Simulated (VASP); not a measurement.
Write the native input for VASP 6.6.1 that does the following.

* Task: single point
* Functional: PBE
* Potentials or basis: VASP PAW PBE potentials, release 64 (H)
* Cutoff: 520 eV
* k mesh: 6 × 6 × 6
* Occupations: gaussian, width 0.05 eV
* Spin: collinear spin
* Starting moments: [1.05, 1.05] μB
* Dipole correction: no
* Further INCAR settings: ALGO = Normal; EDIFF = 1e-07; NBANDS = 12

The structure of H lies in POSCAR:

```
H
1.0
    5.5656000000      0.0000000000      0.0000000000
   -2.7828000000      4.8199509873      0.0000000000
    0.0000000000      0.0000000000      4.2092000000
H
2
Direct
    0.3333333333      0.6666666667      0.2500000000
    0.6666666667      0.3333333333      0.7500000000
```

One way to write it, as run:

INCAR

```
SYSTEM = H
PREC = Accurate
ENCUT = 520
EDIFF = 1E-7
ISMEAR = 0
SIGMA = 0.05
LREAL = .False.
LASPH = .True.
NELM = 150
ALGO = Normal
ISIF = 2
LWAVE = .False.
LCHARG = .False.
ISPIN = 2
MAGMOM = 1.05 1.05
LORBIT = 11
GGA = PE
NBANDS = 12
```

KPOINTS

```
regular mesh
0
Gamma
  6 6 6
  0 0 0
```

Potentials or basis: VASP PAW PBE potentials, release 64 (H).

The run is started by

```bash
$ cat potpaw_PBE.64/H/POTCAR > POTCAR
$ mpirun -np 1 vasp_std > vasp.out
```

Results of the run:

```json
{
  "Pressure": "0.0 GPa",
  "Band gap on the k mesh": "6.76 eV (least direct gap 7.21 eV)",
  "Net moment": "2.00 μB per cell",
  "Site moments": "H +0.38 μB",
  "Valence electrons inside the program's atomic spheres": "H 0.38"
}
```

Caveat: the atoms stand far beyond bonding distance.

Run time: 40 s on 1 thread of Intel(R) Xeon(R) 6975P-C (Granite Rapids), with other jobs on the host, peak memory 0.27 GiB.
